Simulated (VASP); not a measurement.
Set up this calculation in VASP 6.6.1, as the native input.

- Task: single point
- Functional: PBE
- Potentials or basis: VASP PAW PBE potentials, release 64 (Nb_sv)
- Cutoff: 520 eV
- k mesh: 9 × 9 × 13
- Occupations: fermi-dirac, width 0.1 eV
- Spin: no spin polarisation
- Dipole correction: no
- Further INCAR settings: ALGO = Normal; EDIFF = 1e-06; NBANDS = 26

The structure of Nb lies in POSCAR:

```
Nb
1.0
    4.1133602764      0.0000000000      0.0000000000
   -2.0566801382      3.5622744943      0.0000000000
    0.0000000000      0.0000000000      2.3200792014
Nb
3
Direct
    0.0000000000      0.0000000000      0.0000000000
    0.3333333333      0.6666666667      0.5000000000
    0.6666666667      0.3333333333      0.5000000000
```

These files were run (other wordings do the same):

INCAR

```
SYSTEM = Nb
PREC     = Accurate       ! precision mode
ENCUT    = 520            ! plane-wave cutoff, eV
EDIFF    = 1E-6           ! SCF threshold, eV
ISMEAR   = -1             ! smearing method
SIGMA    = 0.1            ! smearing width, eV
LREAL    = .FALSE.        ! projectors in reciprocal space
LASPH    = .TRUE.         ! aspherical terms in the spheres
NELM     = 60             ! most SCF steps
ALGO     = Normal         ! electronic algorithm
ISIF     = 2              ! what is computed and relaxed
LWAVE    = .FALSE.        ! write WAVECAR
LCHARG   = .TRUE.         ! write CHGCAR
GGA      = PE             ! functional
LELF     = .TRUE.         ! ELF
LVHAR    = .TRUE.       
NBANDS   = 26             ! bands
```

KPOINTS

```
regular mesh
0
G
  9 9 13
  0 0 0
```

Potentials or basis: VASP PAW PBE potentials, release 64 (Nb_sv).

The run is started by

```bash
$ cat potpaw_PBE.64/Nb_sv/POTCAR > POTCAR
$ mpirun -np 1 vasp_std > vasp.out
```

It gave:

The pressure is 200.0 GPa.

It took 60 s on 1 thread of Intel Xeon 6975P-C (shared host), peak memory 0.19 GiB.
